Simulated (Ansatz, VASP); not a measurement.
Si9O16 in VASP and in Ansatz

```
Si O
1.0
    -4.10430   -4.10430    0.00000
     4.10430   -4.10430    0.00000
     0.00000    0.00000    5.28340
Si O
9 16
Direct
  0.48160 0.47595 0.99413
  0.97054 0.52626 0.24990
  0.48159 0.47597 0.50573
  0.99012 0.50578 0.74991
  0.02292 0.01845 0.98603
  0.38739 0.01666 0.24990
  0.02292 0.01842 0.51377
  0.52826 0.99085 0.74991
  0.69420 0.83681 0.24987
  0.18184 0.50480 0.99925
  0.01152 0.21040 0.24992
  0.78680 0.47603 0.98789
  0.11330 0.85340 0.24990
  0.18184 0.50483 0.50058
  0.01287 0.21079 0.74987
  0.78680 0.47609 0.51194
  0.01590 0.80325 0.74993
  0.73527 0.00126 0.97481
  0.47913 0.64121 0.24994
  0.31233 0.01914 0.95571
  0.47843 0.28478 0.24993
  0.73526 0.00114 0.52497
  0.49708 0.69048 0.74995
  0.31235 0.01908 0.54409
  0.49794 0.29619 0.74990
```

Alike in both runs: functional PBE; dispersion D3(BJ); k mesh 3 × 3 × 3; occupations fermi-dirac, width 0.02 eV; no spin polarisation.

Ansatz relaxed the structure, and its values are those at the end. VASP's run is a single point on that final structure, the one shown.

|  | VASP | Ansatz |
| --- | --- | --- |
| version | VASP 6.6.1 | Ansatz 0.2.0 |
| potentials or method | VASP PAW PBE potentials, release 64 (Si, O), cutoff 520 eV | scalar-relativistic, plane waves, PAW |
| valence electrons in the cell | 132 | 132 |

Ansatz gave:

| Quantity | Value |
| --- | --- |
| rms of the force components (eV/Å) | 0.005 |

Problem. Estimate VASP's values.

Solution. rms of the force components (eV/Å): 0.020.
